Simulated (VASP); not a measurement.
# Si2W (I4/mmm) in VASP: relaxation of the atoms with PBE

Aim: the relaxation of the atoms of Si2W with PBE.

All numbers are computed with VASP 6.6.1; they aren't measurements. Logs are shortened: lines on timing, memory, paths and dates and some standing lists are left out, and cuts for length are marked.

### 1 The cell of the first run

Symmetry: I4/mmm, No. 139, tetragonal system. Conventional cell: a = 3.212 Å, b = 3.212 Å, c = 7.880 Å, α = 90.00°, β = 90.00°, γ = 90.00°. Within 3.5 Å of Si (site symmetry 4mm) lie 9 Si at 2.62 to 3.21 Å and 5 W at 2.62 Å. Within 3.5 Å of W (site symmetry 4/mmm) lie 10 Si at 2.62 Å and 4 W at 3.21 Å.

### 2 Relaxation of the atoms, PBE

Input file INCAR:

```
SYSTEM = Si2W
  PREC = Accurate
  ENCUT = 520
  EDIFF = 1E-6
  ISMEAR = -1
  SIGMA = 0.05
  LREAL = .FALSE.
  LASPH = .TRUE.
  NELM = 100
  ALGO = Normal
  ISIF = 2
  LWAVE = .FALSE.
  LCHARG = .FALSE.
  GGA = PE
  IBRION = 2
  NSW = 80
  EDIFFG = -0.02
  KPAR = 4
```

Input file KPOINTS:

```
Automatic mesh
0
G
  14 14 14
  0 0 0
```

Input file POSCAR:

```
Si2W
1.0
   -1.6060000000      1.6060000000      3.9400000000
    1.6060000000     -1.6060000000      3.9400000000
    1.6060000000      1.6060000000     -3.9400000000
Si W
2 1
Direct
    0.3330000000      0.3330000000      0.0000000000
    0.6670000000      0.6670000000      0.0000000000
    0.0000000000      0.0000000000      0.0000000000
```

Potentials or basis: VASP PAW PBE potentials, release 64 (Si, W_sv).

The run is started by

```console
$ cat potpaw_PBE.64/Si/POTCAR potpaw_PBE.64/W_sv/POTCAR > POTCAR
$ mpirun -np 4 vasp_std > vasp.out
```

OUTCAR:

```text
SYSTEM = Si2W
   PREC = Accurate
   ENCUT = 520
   EDIFF = 1E-6
   ISMEAR = -1
   LREAL = .FALSE.
   LASPH = .TRUE.
   NELM = 100
   ISIF = 2
   GGA = PE
   IBRION = 2
   NSW = 80
   EDIFFG = -0.02

 ion  position               nearest neighbor table
   1  0.333  0.333  0.000-   2 2.62   2 2.62   2 2.62   2 2.62   3 2.62   3 2.62   3 2.62   3 2.62
                             3 2.62   2 2.63
   2  0.667  0.667  0.000-   1 2.62   1 2.62   1 2.62   1 2.62   3 2.62   3 2.62   3 2.62   3 2.62
                             3 2.62   1 2.63
   3  0.000  0.000  0.000-   1 2.62   2 2.62   2 2.62   1 2.62   2 2.62   2 2.62   2 2.62   1 2.62
                             1 2.62   1 2.62

  LATTYP: Found a body centered tetragonal cell.
 ALAT       =     3.2120000000
 C/A-ratio  =     2.4533001245

  Lattice vectors:

 A1 = (  -1.6060000000,   1.6060000000,   3.9400000000)
 A2 = (   1.6060000000,  -1.6060000000,   3.9400000000)
 A3 = (   1.6060000000,   1.6060000000,  -3.9400000000)

Analysis of symmetry for initial positions (statically):
=====================================================================
 Subroutine PRICEL returns:
 Original cell was already a primitive cell.

 Routine SETGRP: Setting up the symmetry group for a
 body centered tetragonal supercell.

 Subroutine GETGRP returns: Found 16 space group operations
 (whereof 16 operations were pure point group operations)
 out of a pool of 16 trial point group operations.

The static configuration has the point symmetry D_4h.

Analysis of symmetry for dynamics (positions and initial velocities):
=====================================================================
 Subroutine PRICEL returns:
 Original cell was already a primitive cell.

 Routine SETGRP: Setting up the symmetry group for a
 body centered tetragonal supercell.

 Subroutine GETGRP returns: Found 16 space group operations
 (whereof 16 operations were pure point group operations)
 out of a pool of 16 trial point group operations.

The dynamic configuration has the point symmetry D_4h.

 Subroutine INISYM returns: Found 16 space group operations
 (whereof 16 operations are pure point group operations),
 and found     1 'primitive' translations

----------------------------------------------------------------------------------------

                                     Primitive cell

  volume of cell :      40.6488

  direct lattice vectors                    reciprocal lattice vectors
    -1.606000000  1.606000000  3.940000000     0.000000000  0.311332503  0.126903553
     1.606000000 -1.606000000  3.940000000     0.311332503  0.000000000  0.126903553
     1.606000000  1.606000000 -3.940000000     0.311332503  0.311332503  0.000000000

  length of vectors
     4.547754611  4.547754611  4.547754611     0.336202973  0.336202973  0.440290648

  position of ions in fractional coordinates (direct lattice)
     0.333000000  0.333000000  0.000000000
     0.667000000  0.667000000  0.000000000
     0.000000000  0.000000000  0.000000000

  ion indices of the primitive-cell ions
   primitive index   ion index
                 1           1
                 2           2
                 3           3

----------------------------------------------------------------------------------------

 KPOINTS: Automatic mesh

Automatic generation of k-mesh.
 Grid dimensions read from file:
 generate k-points for:   14   14   14

 Generating k-lattice:

  Cartesian coordinates                     Fractional coordinates (reciprocal lattice)
     0.000000000  0.022238036  0.009064540     0.071428571  0.000000000  0.000000000
[... 73 lines left out ...]
   EFERMI =   0.00;   METHOD = LEGACY
   ISMEAR =    -1;   SIGMA  =   0.05  broadening in eV -4-tet -1-fermi 0-gaus
   EFERMI_NEDOS =   21; number of points for ismear=-14 and -15
   IALGO  =     38    algorithm
   IMIX   =      4    mixing-type and parameters
     AMIX     =   0.40;   BMIX     =  1.00
     AMIX_MAG =   1.60;   BMIX_MAG =  1.00
  volume/ion in A,a.u.               =      13.55        91.44
  Fermi-wavevector in a.u.,A,eV,Ry     =   1.334136  2.521151 24.217250  1.779918
  Thomas-Fermi vector in A             =   2.462940
   LORBIT       =      0    0 simple, 1 ext, 2 COOP (PROOUT), +10 PAW based schemes
   GGA     = PE    functional components
   LHFCALC =     F    Hartree Fock is set to
   AEXX    =    0.0000 exact exchange contribution
   IVDW    =     0    specifies the selected vdW correction
   LEPSILON=     F    determine dielectric tensor
   LRPA    =     F    only Hartree local field effects (RPA)
 conjugate gradient relaxation of ions
 non-spin polarized calculation
  energy-cutoff  :      520.00
  volume of cell :       40.65
 maximum number of plane-waves:      1124
 NGX is ok and might be reduce to    36
   NGX = 17   NGY = 17   NGZ = 17

--------------------------------------- Ionic step        1  -------------------------------------------

 number of electron      21.9999999 magnetization

 Free energy of the ion-electron system (eV)
  ---------------------------------------------------
  ext. energy  EPLUGINS =         0.00000000
  ---------------------------------------------------
  free energy    TOTEN  =       -24.80920261 eV

  energy without entropy =      -24.80659033  energy(sigma->0) =      -24.80789647

------------------------ aborting loop because EDIFF is reached ----------------------------------------

  FORCE on cell =-STRESS in cart. coord.  units (eV):
  Direction    XX          YY          ZZ          XY          YZ          ZX
  --------------------------------------------------------------------------------------
  -------------------------------------------------------------------------------------
  Total        0.6683850      0.6683850     -0.0121997      0.0000000      0.0000000     -0.0000000
  in kB       26.3445019     26.3445019     -0.4808525      0.0000000      0.0000000     -0.0000000
  external PRESSURE =      17.4027171 kB  Pullay stress =       0.0000000 kB

 VOLUME and BASIS-vectors are now :
 -----------------------------------------------------------------------------
  energy-cutoff  :      520.00
  volume of cell :       40.65
      direct lattice vectors                 reciprocal lattice vectors
    -1.606000000  1.606000000  3.940000000     0.000000000  0.311332503  0.126903553
     1.606000000 -1.606000000  3.940000000     0.311332503  0.000000000  0.126903553
     1.606000000  1.606000000 -3.940000000     0.311332503  0.311332503  0.000000000

 POSITION                                       TOTAL-FORCE (eV/Angst)
 -----------------------------------------------------------------------------------
      0.00000      0.00000      2.62404         0.000000      0.000000      0.216658
      0.00000      0.00000      5.25596        -0.000000     -0.000000     -0.216658
      0.00000      0.00000      0.00000         0.000000      0.000000     -0.000000
 -----------------------------------------------------------------------------------
    total drift:                                0.000000      0.000000     -0.000000

  FREE ENERGIE OF THE ION-ELECTRON SYSTEM (eV)
  ---------------------------------------------------
  free  energy   TOTEN  =       -24.8092026082 eV

  energy  without entropy=      -24.8065903289  energy(sigma->0) =      -24.80789647

--------------------------------------- Ionic step        2  -------------------------------------------

 number of electron      21.9999999 magnetization

 Free energy of the ion-electron system (eV)
  ---------------------------------------------------
  ext. energy  EPLUGINS =         0.00000000
  ---------------------------------------------------
  free energy    TOTEN  =       -24.81164318 eV

  energy without entropy =      -24.80938706  energy(sigma->0) =      -24.81051512

 E-fermi :  11.9007     XC(G=0): -12.5045

 val. band max:       11.8915722698   @ k =  -0.4286  -0.4286   0.2857
 cond. band min:      11.9113689173   @ k =  -0.3571   0.5000   0.3571
 fundamental gap:      0.0197966475
 Fermi energy:        11.9007080421

 k-point     1 :       0.0000    0.0000    0.0000
  band No.  band energies     occupation
      1     -61.9752      2.00000
      2     -26.2374      2.00000
      3     -26.2069      2.00000
      4     -26.2069      2.00000
      5      -2.1522      2.00000
      6       5.0581      2.00000
      7       8.0508      2.00000
      8       8.5910      2.00000
      9       9.0853      2.00000
     10       9.0853      2.00000
     11      12.5463      0.00000
     12      14.6247      0.00000
     13      14.8309      0.00000
     14      15.0109      0.00000
[... 401 lines left out ...]
      2     -26.3356      2.00000
      3     -26.2349      2.00000
      4     -26.2246      2.00000
      5      -0.1387      2.00000
      6       4.1681      2.00000
      7       6.3392      2.00000
      8       8.0484      2.00000
      9       8.9815      2.00000
     10       9.3729      2.00000
     11      10.0074      2.00000
     12      13.8866      0.00000
     13      14.3575      0.00000
     14      15.6762      0.00000
     15      16.5032      0.00000

 [... further k-points ...]

------------------------ aborting loop because EDIFF is reached ----------------------------------------

  FORCE on cell =-STRESS in cart. coord.  units (eV):
  Direction    XX          YY          ZZ          XY          YZ          ZX
  --------------------------------------------------------------------------------------
  -------------------------------------------------------------------------------------
  Total        0.7240042      0.7240042      0.0409221      0.0000000      0.0000000     -0.0000000
  in kB       28.5367408     28.5367408      1.6129520      0.0000000      0.0000000     -0.0000000
  external PRESSURE =      19.5621445 kB  Pullay stress =       0.0000000 kB

 VOLUME and BASIS-vectors are now :
 -----------------------------------------------------------------------------
  energy-cutoff  :      520.00
  volume of cell :       40.65
      direct lattice vectors                 reciprocal lattice vectors
    -1.606000000  1.606000000  3.940000000     0.000000000  0.311332503  0.126903553
     1.606000000 -1.606000000  3.940000000     0.311332503  0.000000000  0.126903553
     1.606000000  1.606000000 -3.940000000     0.311332503  0.311332503  0.000000000

 POSITION                                       TOTAL-FORCE (eV/Angst)
 -----------------------------------------------------------------------------------
      0.00000      0.00000      2.63449        -0.000000     -0.000000      0.015390
      1.60600      1.60600      1.30551         0.000000      0.000000     -0.015390
      0.00000      0.00000      7.88000        -0.000000     -0.000000     -0.000000
 -----------------------------------------------------------------------------------
    total drift:                               -0.000000     -0.000000      0.000000

  FREE ENERGIE OF THE ION-ELECTRON SYSTEM (eV)
  ---------------------------------------------------
  free  energy   TOTEN  =       -24.8116431836 eV

  energy  without entropy=      -24.8093870637  energy(sigma->0) =      -24.81051512

 reached required accuracy - stopping structural energy minimisation
```

Wall time 1.9 min (4 MPI ranks of Oxide Virtual Turin-like, shared host); peak memory 0.29 GiB.

Results:

```yaml
Free_energy: -24.8116 eV
Energy_gained_by_relaxing: 0.8 meV/atom
Ionic_steps: 2
Pressure_after_relaxing: 2.0 GPa
Largest_force_after_relaxing: 0.015 eV/Å
Band_gap_on_the_k_mesh: zero (bands 11 and 12 overlap by 1.31 eV)
```

Forces in eV/Å, atoms in the order of the input:
```
Si   0.000  0.000  0.015
Si   0.000  0.000 -0.015
W    0.000  0.000  0.000
```

Step by step:
| step | energy change (eV) | largest force (eV/Å) | pressure (GPa) |
| --- | --- | --- | --- |
| 1 | 0.0000 | 0.2167 | 1.74 |
| 2 | -0.0024 | 0.0154 | 1.96 |

Final structure:
```
Si W
1.0
    -1.60600    1.60600    3.94000
     1.60600   -1.60600    3.94000
     1.60600    1.60600   -3.94000
Si W
2 1
Direct
  0.33433 0.33433 0.00000
  0.66567 0.66567 0.00000
  0.00000 0.00000 0.00000
```

Caveat: spin-orbit coupling is left out, which moves the levels of the heavy elements.
